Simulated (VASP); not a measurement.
Wanted: the native input for a VASP 6.6.1 run.

```
Task                               : single point
Functional                         : HSE06
Potentials or basis                : VASP PAW PBE potentials, release 64 (Na_pv)
Cutoff                             : 520 eV
k mesh                             : 6 × 6 × 4
Occupations                        : gaussian, width 0.05 eV
Spin                               : no spin polarisation
Dipole correction                  : no
Grid for exact exchange (PRECFOCK) : Normal
Further INCAR settings             : ALGO = Normal; EDIFF = 1e-07; NBANDS = 14
Screening parameter                : 0.2079 1/Å
```

The system is Na.

```
Na
1.0
     3.77490    0.00000    0.00000
    -1.88745    3.26916    0.00000
     0.00000    0.00000    6.10616
Na
2
Cartesian
  0.0000 2.1794 4.5796
  1.8874 1.0897 1.5265
```

One way to write it, as run:

POSCAR

```
Na
1.0
    3.7748954782      0.0000000000      0.0000000000
   -1.8874477391      3.2691553808      0.0000000000
    0.0000000000      0.0000000000      6.1061578197
Na
2
Direct
    0.3333333333      0.6666666667      0.7500000000
    0.6666666667      0.3333333333      0.2500000000
```

INCAR.step1

```
SYSTEM = Na
PREC     = Accurate       ! precision mode
ENCUT    = 520            ! plane-wave cutoff, eV
EDIFF    = 1E-5           ! SCF threshold, eV
ISMEAR   = 0              ! smearing method
SIGMA    = 0.05           ! smearing width, eV
LREAL    = .False.        ! projectors in reciprocal space
LASPH    = .True.         ! aspherical terms in the spheres
NELM     = 100            ! most SCF steps
ALGO     = Normal         ! electronic algorithm
ISIF     = 2              ! what is computed and relaxed
LWAVE    = .True.         ! write WAVECAR
LCHARG   = .False.        ! write CHGCAR
GGA      = PE             ! functional
NBANDS   = 14             ! bands
```

INCAR.step2

```
SYSTEM = Na
PREC     = Accurate       ! precision mode
ENCUT    = 520            ! plane-wave cutoff, eV
EDIFF    = 1E-7           ! SCF threshold, eV
ISMEAR   = 0              ! smearing method
SIGMA    = 0.05           ! smearing width, eV
LREAL    = .False.        ! projectors in reciprocal space
LASPH    = .True.         ! aspherical terms in the spheres
NELM     = 100            ! most SCF steps
ALGO     = Normal         ! electronic algorithm
ISIF     = 2              ! what is computed and relaxed
LWAVE    = .False.        ! write WAVECAR
LCHARG   = .False.        ! write CHGCAR
GGA      = PE             ! functional
LHFCALC  = .True.         ! exact exchange
HFSCREEN = 0.2079         ! screening, 1/A
PRECFOCK = Normal       
ISTART   = 1            
NBANDS   = 14             ! bands
```

KPOINTS

```
Automatic mesh
0
Gamma
  6 6 4
  0 0 0
```

Potentials or basis: VASP PAW PBE potentials, release 64 (Na_pv).

The run is started by

```console
$ cat potpaw_PBE.64/Na_pv/POTCAR > POTCAR
$ cp INCAR.step1 INCAR
$ mpirun -np 1 vasp_std > vasp.out
$ cp INCAR.step2 INCAR
$ mpirun -np 1 vasp_std > vasp.out
```

It gave:

- Pressure: 0.0 GPa
- Band gap on the k mesh: zero (band 7 reaches 2.57 eV, above the bottom of band 8 at -2.27 eV)

Caveat: the PAW data sets were made with another functional, which shifts forces and pressure a little.

Wall time 62 min on 1 thread of AMD EPYC 9R45 (shared host), peak memory 0.28 GiB.
